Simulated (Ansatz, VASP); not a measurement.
**CdF: VASP beside Ansatz**

The input INCAR:

```
  PREC = Accurate
  ENCUT = 520
  EDIFF = 1E-6
  ISMEAR = -1
  SIGMA = 0.05
  LREAL = F
  LASPH = T
  NELM = 100
  ALGO = Normal
  ISIF = 2
  LWAVE = F
  LCHARG = F
  GGA = PE
  NBANDS = 16
```

Contents of KPOINTS:

```
Automatic mesh
0
Gamma
  9 9 9
```

POSCAR

```
CdF
1.0
    0.0000000000      2.5808452404      2.5808452404
    2.5808452404      0.0000000000      2.5808452404
    2.5808452404      2.5808452404      0.0000000000
Cd F
1 1
Direct
    0.0000000000      0.0000000000      0.0000000000
    0.5000000000      0.5000000000      0.5000000000
```

Contents of input.yaml:

```yaml
crystal:
  lattice:
    - [0.0, 2.5808452404, 2.5808452404]
    - [2.5808452404, 0.0, 2.5808452404]
    - [2.5808452404, 2.5808452404, 0.0]
  atoms:
    - { symbol: Cd, position: [0.0, 0.0, 0.0] }
    - { symbol: F, position: [0.5, 0.5, 0.5] }
kpoints:
  mp_grid: { grid: [9, 9, 9] }
scf:
  occupations: { method: fermi_dirac, width: 0.05 }
hamiltonian:
  xc: pbe
  pseudopotentials: { kind: all_electron, lapw: { basis_error: 0.0005 } }
output:
  forces: true
  stress: true
  eigenvalues: true
```

Change from the starting cell: volume scaled by 1.06.

Alike in both runs: task single point; functional PBE; k mesh 9 × 9 × 9; occupations fermi-dirac, width 0.05 eV; no spin polarisation.

|  | VASP | Ansatz |
| --- | --- | --- |
| version | VASP 6.6.1 | Ansatz 0.2.0 |
| potentials or method | VASP PAW PBE potentials, release 64 (Cd, F), cutoff 520 eV | all-electron LAPW, scalar-relativistic |

Ansatz gave:

| Property | Result |
| --- | --- |
| gap on the k mesh at the Fermi level (eV) | none |
| pressure (GPa) | 0.5 |

Q: Which values does VASP return?

A: gap on the k mesh at the Fermi level (eV): none; pressure (GPa): 0.6.

A gap of «none» marks a metal or a gap that the smearing closes. Ansatz ran all-electron here, and VASP with PAW potentials.
